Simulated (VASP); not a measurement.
Set up this calculation in VASP 6.6.1, as the native input.

- Task: single point
- Functional: PBE
- Potentials or basis: VASP PAW PBE potentials, release 64 (H, Pb_d, N, O)
- Cutoff: 520 eV
- k mesh: 5 × 5 × 4
- Occupations: fermi-dirac, width 0.05 eV
- Spin: no spin polarisation
- Dipole correction: no
- Further INCAR settings: ALGO = Normal; EDIFF = 1e-06; NBANDS = 31

The structure of HPbNO4 lies in POSCAR:

```
HPbNO4
1.0
    4.2544893633      0.1126329309      0.1703830169
    1.9412134177      3.9425274513      0.1273338739
    1.7840217362      1.2690733376      6.4565204063
H Pb N O
1 1 1 4
Direct
    0.8914500000      0.6820200000      0.6279600000
    0.1442600000      0.9287200000      0.8835200000
    0.2567000000      0.2886100000      0.3017100000
    0.8310800000      0.6505600000      0.7840500000
    0.3869400000      0.2238000000      0.1129500000
    0.3110400000      0.0357600000      0.4585600000
    0.0772600000      0.6063300000      0.3227500000
```

These files were run (other wordings do the same):

INCAR

```
SYSTEM = HPbNO4
ALGO = Normal ; EDIFF = 1E-6
ENCUT = 520 ; GGA = PE
ISIF = 2 ; ISMEAR = -1
LASPH = .True. ; LCHARG = .False.
LREAL = .False. ; LWAVE = .False.
NBANDS = 31 ; NELM = 80
PREC = Accurate ; SIGMA = 0.05
```

KPOINTS

```
k-points
0
Gamma
  5 5 4
  0 0 0
```

Potentials or basis: VASP PAW PBE potentials, release 64 (H, Pb_d, N, O).

Command:

```console
$ cat potpaw_PBE.64/H/POTCAR potpaw_PBE.64/Pb_d/POTCAR potpaw_PBE.64/N/POTCAR potpaw_PBE.64/O/POTCAR > POTCAR
$ mpirun -np 1 vasp_std > vasp.out
```

Results of the run:

| Property | Result |
| --- | --- |
| Pressure | -2.9 GPa |
| Largest force | 0.621 eV/Å |
| Band gap on the k mesh | 2.81 eV |

Caveat: spin-orbit coupling is left out, which moves the levels of the heavy elements.

It took 2.4 min on 1 thread of AMD EPYC 7R13 Processor (Zen 3) (shared host), peak memory 0.3 GiB.
